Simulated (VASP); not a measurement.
Si:

```
Si
1.0
     0.00000    2.61323    2.80169
     2.61323    0.00000    2.80169
     2.61323    2.61323    0.00000
Si
2
Cartesian
  0.0000 0.0000 0.0000
  1.3066 1.3066 1.4008
```

This cell differs from its parent crystal: epitaxial xy strain -4.0%.

Base run:

| Property | Result |
| --- | --- |
| Program | VASP 6.6.1 |
| Functional | PBE |
| Potentials or basis | VASP PAW PBE potentials, release 64 (Si) |
| Cutoff | 520 eV |
| k mesh | 8 × 8 × 8 |
| Occupations | fermi-dirac, width 0.02 eV |
| Spin | no spin polarisation |

Its results: band gap on the k mesh 0.15 eV, indirect (least direct gap 2.34 eV); pressure 6.6 GPa.

The run is repeated on the same cell with these changes: functional from PBE to r2SCAN; further incar settings from ALGO = Normal; EDIFF = 1e-06; NBANDS = 11 to ALGO = Normal; EDIFF = 1e-07; NBANDS = 11. What comes out?

Band gap on the k mesh 0.33 eV, indirect (least direct gap 2.51 eV); pressure 5.3 GPa.

Caveats: the PAW data sets were made with another functional, which shifts forces and pressure a little (some runs).

A k mesh can miss the band edges.
